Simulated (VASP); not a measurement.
A run of VASP 6.6.1 is set up as follows.

INCAR

```
PREC     = Accurate       # precision mode
ENCUT    = 520            # plane-wave cutoff, eV
EDIFF    = 1E-6           # SCF threshold, eV
ISMEAR   = 0              # smearing method
SIGMA    = 0.1            # smearing width, eV
LREAL    = F              # projectors in reciprocal space
LASPH    = T              # aspherical terms in the spheres
NELM     = 100            # most SCF steps
ALGO     = Normal         # electronic algorithm
ISIF     = 2              # what is computed and relaxed
LWAVE    = F              # write WAVECAR
LCHARG   = T              # write CHGCAR
GGA      = PE             # functional
LELF     = T              # ELF
LVHAR    = T            
NBANDS   = 18             # bands
```

The input KPOINTS:

```
regular mesh
0
Gamma
  18 18 18
```

The input POSCAR:

```
Si2W
1.0
   -1.5790679582      1.5790679582      3.8654757835
    1.5790679582     -1.5790679582      3.8654757835
    1.5790679582      1.5790679582     -3.8654757835
Si W
2 1
Direct
    0.3336337356      0.3336337356      0.0000000000
    0.6663662644      0.6663662644      0.0000000000
    0.0000000000      0.0000000000      0.0000000000
```

Potentials or basis: VASP PAW PBE potentials, release 64 (Si, W_sv).

Launch:

```bash
$ cat potpaw_PBE.64/Si/POTCAR potpaw_PBE.64/W_sv/POTCAR > POTCAR
$ mpirun -np 1 vasp_std > vasp.out
```

Q: Predict the pressure.

A: 15.5 GPa.

Q: Predict the band gap on the k mesh.

A: Zero (bands 11 and 12 overlap by 1.41 eV).

Forces on the atoms (eV/Å):
```
Si   0.000  0.000 -0.009
Si   0.000  0.000  0.009
W    0.000  0.000  0.000
```

Caveat: the cell stands under pressure; spin-orbit coupling is left out, which moves the levels of the heavy elements.
